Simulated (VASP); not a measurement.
Runs of VASP 6.6.1 on MgO. The structure is that of space group P6_3/mmc (No. 194), or close to it. The cells are those of the table. 

| cell | gap on the mesh (eV) | pressure (GPa) |
| --- | --- | --- |
| a = 3.458, b = 3.458, c = 4.158 Å, angles 90.0, 90.0, 120.0°, 4 atoms | 3.42 | 3.7 |
| a = 3.476, b = 3.476, c = 4.175 Å, angles 90.0, 90.0, 120.0°, 4 atoms | (c) | (a) |
| a = 3.443, b = 3.443, c = 4.141 Å, angles 90.0, 90.0, 120.0°, 4 atoms | (b) | 5.7 |
| a = 3.428, b = 3.428, c = 4.125 Å, angles 90.0, 90.0, 120.0°, 4 atoms | 3.55 | 7.8 |

Alike in all rows: task single point; level PBEsol; potentials or basis VASP PAW PBE potentials, release 64 (Mg, O); no spin polarisation; k mesh 6 × 6 × 4; cutoff (eV) 520; smearing fermi-dirac 0.02 eV.

Question: Estimate the missing entries.

Answer: (a) 1.7; (b) 3.48; (c) 3.34.

Caveats: the PAW data sets were made with another functional, which shifts forces and pressure a little; the cell stands under pressure (at least some runs).

